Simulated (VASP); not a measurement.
# CdTe (Fm-3m) in VASP: a series of runs

The runs below take CdTe through vibrations by perturbation theory, with LDA.

Program: VASP 6.6.1. These are calculated values, not measurements. Logs are shortened: lines on timing, memory, paths and dates and some standing lists are left out, and cuts for length are marked.

## Step 1: The cell of the first run

The structure is cubic, space group Fm-3m (No. 225). Conventional cell: a = 5.679 Å, b = 5.679 Å, c = 5.679 Å, α = 90.00°, β = 90.00°, γ = 90.00°. Within 3.7 Å of Cd (site symmetry m-3m) lie 6 Te at 2.84 Å. Within 3.7 Å of Te (site symmetry m-3m) lie 6 Cd at 2.84 Å.

## Step 2: Vibrations by perturbation theory, LDA

File INCAR:

```
PREC = Accurate
ENCUT = 520
EDIFF = 1E-8
ISMEAR = -1
SIGMA = 0.15
LREAL = False
LASPH = True
NELM = 80
ALGO = Normal
ISIF = 2
LWAVE = False
LCHARG = False
GGA = CA
NBANDS = 16
IBRION = 8
NSW = 1
```

File KPOINTS:

```
Automatic mesh
0
Gamma
  12 12 12
```

File POSCAR:

```
CdTe
1.0
    0.0000000000      2.8394000000      2.8394000000
    2.8394000000      0.0000000000      2.8394000000
    2.8394000000      2.8394000000      0.0000000000
Cd Te
1 1
Direct
    0.0000000000      0.0000000000      0.0000000000
    0.5000000000      0.5000000000      0.5000000000
```

Potentials or basis: VASP PAW LDA potentials, release 64 (Cd, Te).

Started as:

```sh
> cat potpaw_LDA.64/Cd/POTCAR potpaw_LDA.64/Te/POTCAR > POTCAR
> mpirun -np 1 vasp_std > vasp.out
```

OUTCAR:

```text
PREC = Accurate
   ENCUT = 520
   EDIFF = 1E-8
   ISMEAR = -1
   LREAL = False
   LASPH = True
   NELM = 80
   ISIF = 2
   GGA = CA
   IBRION = 8
   NSW = 1

 ion  position               nearest neighbor table
   1  0.000  0.000  0.000-   2 2.84   2 2.84   2 2.84   2 2.84   2 2.84   2 2.84
   2  0.500  0.500  0.500-   1 2.84   1 2.84   1 2.84   1 2.84   1 2.84   1 2.84

  LATTYP: Found a face centered cubic cell.
 ALAT       =     5.6788000000

  Lattice vectors:

 A1 = (   0.0000000000,   2.8394000000,   2.8394000000)
 A2 = (   2.8394000000,   0.0000000000,   2.8394000000)
 A3 = (   2.8394000000,   2.8394000000,   0.0000000000)

Analysis of symmetry for initial positions (statically):
=====================================================================
 Subroutine PRICEL returns:
 Original cell was already a primitive cell.

 Routine SETGRP: Setting up the symmetry group for a
 face centered cubic supercell.

 Subroutine GETGRP returns: Found 48 space group operations
 (whereof 48 operations were pure point group operations)
 out of a pool of 48 trial point group operations.

The static configuration has the point symmetry O_h .

Analysis of symmetry for dynamics (positions and initial velocities):
=====================================================================
 Subroutine PRICEL returns:
 Original cell was already a primitive cell.

 Routine SETGRP: Setting up the symmetry group for a
 face centered cubic supercell.

 Subroutine GETGRP returns: Found 48 space group operations
 (whereof 48 operations were pure point group operations)
 out of a pool of 48 trial point group operations.

The dynamic configuration has the point symmetry O_h .

 Subroutine INISYM returns: Found 48 space group operations
 (whereof 48 operations are pure point group operations),
 and found     1 'primitive' translations

----------------------------------------------------------------------------------------

                                     Primitive cell

  volume of cell :      45.7836

  direct lattice vectors                    reciprocal lattice vectors
     0.000000000  2.839400000  2.839400000    -0.176093541  0.176093541  0.176093541
     2.839400000  0.000000000  2.839400000     0.176093541 -0.176093541  0.176093541
     2.839400000  2.839400000  0.000000000     0.176093541  0.176093541 -0.176093541

  length of vectors
     4.015517989  4.015517989  4.015517989     0.305002960  0.305002960  0.305002960

  position of ions in fractional coordinates (direct lattice)
     0.000000000  0.000000000  0.000000000
     0.500000000  0.500000000  0.500000000

  ion indices of the primitive-cell ions
   primitive index   ion index
                 1           1
                 2           2

----------------------------------------------------------------------------------------

 KPOINTS: Automatic mesh

Automatic generation of k-mesh.
 Grid dimensions read from file:
 generate k-points for:   12   12   12

 Generating k-lattice:

  Cartesian coordinates                     Fractional coordinates (reciprocal lattice)
    -0.014674462  0.014674462  0.014674462     0.083333333  0.000000000  0.000000000
     0.014674462 -0.014674462  0.014674462     0.000000000  0.083333333  0.000000000
     0.014674462  0.014674462 -0.014674462     0.000000000  0.000000000  0.083333333

  Length of vectors
     0.025416913  0.025416913  0.025416913

  Shift w.r.t. Gamma in fractional coordinates (k-lattice)
     0.000000000  0.000000000  0.000000000
[... 68 lines left out ...]
   IALGO  =     38    algorithm
   IMIX   =      4    mixing-type and parameters
     AMIX     =   0.40;   BMIX     =  1.00
     AMIX_MAG =   1.60;   BMIX_MAG =  1.00
  volume/ion in A,a.u.               =      22.89       154.48
  Fermi-wavevector in a.u.,A,eV,Ry     =   1.199303  2.266355 19.569651  1.438329
  Thomas-Fermi vector in A             =   2.335170
   LORBIT       =      0    0 simple, 1 ext, 2 COOP (PROOUT), +10 PAW based schemes
   GGA     = CA    functional components
   LHFCALC =     F    Hartree Fock is set to
   AEXX    =    0.0000 exact exchange contribution
   IVDW    =     0    specifies the selected vdW correction
   LEPSILON=     F    determine dielectric tensor
   LRPA    =     F    only Hartree local field effects (RPA)
 non-spin polarized calculation
  energy-cutoff  :      520.00
  volume of cell :       45.78
 maximum number of plane-waves:      1258
 NGX is ok and might be reduce to    30
   NGX = 15   NGY = 15   NGZ = 15

--------------------------------------- Ionic step        1  -------------------------------------------

 number of electron      17.9999997 magnetization

 Free energy of the ion-electron system (eV)
  ---------------------------------------------------
  ext. energy  EPLUGINS =         0.00000000
  ---------------------------------------------------
  free energy    TOTEN  =        -5.63981019 eV

  energy without entropy =       -5.59254830  energy(sigma->0) =       -5.61617925

 E-fermi :   6.3061     XC(G=0): -11.0195

 val. band max:        6.2837284110   @ k =   0.4167   0.0000   0.0000
 cond. band min:       6.3549096640   @ k =   0.5000   0.3333   0.0000
 fundamental gap:      0.0711812530
 Fermi energy:         6.3060640150

 k-point     1 :       0.0000    0.0000    0.0000
  band No.  band energies     occupation
      1      -6.9561      2.00000
      2      -2.6609      2.00000
      3      -2.6609      2.00000
      4      -2.6061      2.00000
      5      -2.6061      2.00000
      6      -2.6061      2.00000
[... 433 lines left out ...]
      3      -2.8192      2.00000
      4      -2.6862      2.00000
      5      -2.4434      2.00000
      6      -2.3576      2.00000
[... 8 lines left out ...]
     15      16.7681      0.00000
     16      17.3915      0.00000

 [... further k-points ...]
[... 5 lines left out ...]
  --------------------------------------------------------------------------------------
  -------------------------------------------------------------------------------------
  Total        3.4165982      3.4165982      3.4165982      0.0000000      0.0000000      0.0000000
  in kB      119.5624375    119.5624375    119.5624375      0.0000000      0.0000000      0.0000000
  external PRESSURE =     119.5624375 kB  Pullay stress =       0.0000000 kB

 VOLUME and BASIS-vectors are now :
 -----------------------------------------------------------------------------
  energy-cutoff  :      520.00
  volume of cell :       45.78
      direct lattice vectors                 reciprocal lattice vectors
     0.000000000  2.839400000  2.839400000    -0.176093541  0.176093541  0.176093541
     2.839400000  0.000000000  2.839400000     0.176093541 -0.176093541  0.176093541
     2.839400000  2.839400000  0.000000000     0.176093541  0.176093541 -0.176093541

 POSITION                                       TOTAL-FORCE (eV/Angst)
 -----------------------------------------------------------------------------------
      0.00000      0.00000      0.00000         0.000000     -0.000000      0.000000
      2.83940      2.83940      2.83940        -0.000000      0.000000     -0.000000
 -----------------------------------------------------------------------------------
    total drift:                               -0.000000      0.000000      0.000000

  FREE ENERGIE OF THE ION-ELECTRON SYSTEM (eV)
  ---------------------------------------------------
  free  energy   TOTEN  =        -5.6398101906 eV

  energy  without entropy=       -5.5925483048  energy(sigma->0) =       -5.61617925

[... ionic steps 2 to 3 ...]

--------------------------------------- Ionic step        4  -------------------------------------------

------------------------ aborting loop because EDIFF is reached ----------------------------------------

[... ionic steps 5 to 6 ...]

--------------------------------------- Ionic step        7  -------------------------------------------

 Free energy of the ion-electron system (eV)
  ---------------------------------------------------
  ---------------------------------------------------
  free energy    TOTEN  =        -0.04602673 eV

  energy without entropy =       -0.04602673

------------------------ aborting loop because EDIFF is reached ----------------------------------------

 INTERNAL STRAIN TENSOR  FOR ION    2  DIRECTION 1   (eV/Angst):
 -----------------------------------------------------------------------------
    -0.04474  0.00000  0.00000
     0.00000  0.03308  0.00000
    -0.00000  0.00000  0.03308

 INTERNAL STRAIN TENSOR FOR ION    2 for displacements in x,y,z  (eV/Angst):
          X           Y           Z          XY          YZ          ZX
  --------------------------------------------------------------------------------
  x     0.00000     0.00000     0.00000     0.00000     0.00000     0.00000
  y     0.00000     0.00000     0.00000     0.00000     0.00000     0.00000
  z     0.00000     0.00000     0.00000     0.00000     0.00000     0.00000

 SECOND DERIVATIVES (NOT SYMMETRIZED)
 ------------------------------------
               1X          1Y          1Z          2X          2Y          2Z
  1X    -4.320471    0.000000    0.000000    4.320471    0.000000    0.000000
  1Y     0.000000   -4.320471    0.000000    0.000000    4.320471    0.000000
  1Z     0.000000    0.000000   -4.320471    0.000000    0.000000    4.320471
  2X     4.338211    0.000000    0.000000   -4.338211    0.000000    0.000000
  2Y     0.000000    4.338211    0.000000    0.000000   -4.338211    0.000000
  2Z     0.000000    0.000000    4.338211    0.000000    0.000000   -4.338211

 Eigenvectors and eigenvalues of the dynamical matrix
 ----------------------------------------------------

   1 f  =    4.207455 THz    26.436221 2PiTHz  140.345603 cm-1    17.400629 meV
             X         Y         Z           dx          dy          dz
      0.000000  0.000000  0.000000     0.000000    0.000000    0.728438
      2.839400  2.839400  2.839400     0.000000    0.000000   -0.685112
[... 21 lines left out ...]
   6 f/i=    0.004302 THz     0.027031 2PiTHz    0.143504 cm-1     0.017792 meV
             X         Y         Z           dx          dy          dz
      0.000000  0.000000  0.000000    -0.002157   -0.324528    0.603370
      2.839400  2.839400  2.839400    -0.002293   -0.345051    0.641527

--------------------------------------------------------------------------------------------------------

 ELASTIC MODULI CONTR FROM IONIC RELAXATION (kBar)
 Direction    XX          YY          ZZ          XY          YZ          ZX
 --------------------------------------------------------------------------------
 XX           0.0000      0.0000      0.0000      0.0000      0.0000      0.0000
 YY           0.0000      0.0000      0.0000      0.0000      0.0000      0.0000
 ZZ           0.0000      0.0000      0.0000      0.0000      0.0000      0.0000
 XY           0.0000      0.0000      0.0000      0.0000      0.0000      0.0000
 YZ           0.0000      0.0000      0.0000      0.0000      0.0000      0.0000
 ZX           0.0000      0.0000      0.0000      0.0000      0.0000      0.0000
 --------------------------------------------------------------------------------
```

It took 2.4 min on 1 thread of Intel Xeon 6975P-C (Granite Rapids), shared host; peak memory 0.41 GiB.

Results:

| Item | Value |
| --- | --- |
| Highest phonon frequency at Γ, LO-TO splitting left out | 140 cm⁻¹ |

Phonon frequencies in cm⁻¹ (negative: imaginary):
```csv
q point,frequencies
"(0.000, 0.000, 0.000)",0 0 0 140 140 140
```

Caveat: the cell stands under pressure or tension, which shifts response properties; spin-orbit coupling is left out, which moves the levels of the heavy elements.

(Continued in part 2 of 2.)
